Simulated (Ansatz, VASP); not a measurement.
**Two plane-wave programs on Co**

File INCAR:

```
SYSTEM = Co
PREC = Accurate ; ENCUT = 690
EDIFF = 1E-6 ; ISMEAR = -1
SIGMA = 0.05 ; LREAL = .False.
LASPH = .True. ; NELM = 200
ALGO = Normal ; ISIF = 2
LWAVE = .False. ; LCHARG = .False.
ISPIN = 2 ; MAGMOM = 2 2
LORBIT = 11 ; NUPDOWN = 4.0
LMAXMIX = 4 ; GGA = PS
NBANDS = 28 ; GGA_COMPAT = .False.
```

File KPOINTS:

```
regular mesh
0
Gamma
  10 10 6
  0 0 0
```

The input POSCAR:

```
Co
1.0
    2.4719999032      0.0000000000      0.0000000000
   -1.2359999516      2.1408147143      0.0000000000
    0.0000000000      0.0000000000      4.0211440800
Co
2
Direct
    0.6666666667      0.3333333333      0.7500000000
    0.3333333333      0.6666666667      0.2500000000
```

input.yaml

```yaml
crystal:
  lattice:
    - [2.4719999032, 0.0, 0.0]
    - [-1.2359999516, 2.1408147143, 0.0]
    - [0.0, 0.0, 4.02114408]
  atoms:
    - { symbol: Co, position: [0.6666666667, 0.3333333333, 0.75], spin: 2.0 }
    - { symbol: Co, position: [0.3333333333, 0.6666666667, 0.25], spin: 2.0 }
hamiltonian:
  xc: pbesol
  pseudopotentials: { kind: paw }
magnetization:
  spin_polarized: true
  initial_magnetization: 4.0
  spin_locking: { lock_magnetization: hard }
kpoints:
  mp_grid: { grid: [10, 10, 6] }
scf:
  occupations: { method: fermi_dirac, width: 0.05 }
  lower_state_search: "off"
output:
  forces: true
  stress: true
  eigenvalues: true
```

Alike in both runs: task single point; functional PBEsol; k mesh 10 × 10 × 6; occupations fermi-dirac, width 0.05 eV; collinear spin; fixed moment 4 μB.

|  | VASP | Ansatz |
| --- | --- | --- |
| version | VASP 6.6.1 | Ansatz 0.2.0 |
| potentials or method | VASP PAW PBE potentials, release 64 (Co_sv) | Ansatz PAW |
| plane-wave cutoff (eV) | 690 | 420 |
| valence electrons in the cell | 34 | 34 |

VASP gave:

| Quantity | Value |
| --- | --- |
| pressure (GPa) | 1.3 |
| traceless stress, the component that is largest in VASP (GPa) | 0.38 |
| net moment per atom (μB) | 2.00 |
| size of the moment on the site where the two differ most (μB) | 1.99 |

Question: Which values does Ansatz return?

Answer: Pressure (GPa): 3.1; traceless stress, the component that is largest in VASP (GPa): 0.39; net moment per atom (μB): 2.00; size of the moment on the site where the two differ most (μB): 2.02.

VASP's potentials were made for PBE, not for PBEsol. Site moments also hang on the region over which each program counts them. With one functional, cell and mesh, what is left measures potentials, basis and numerics.
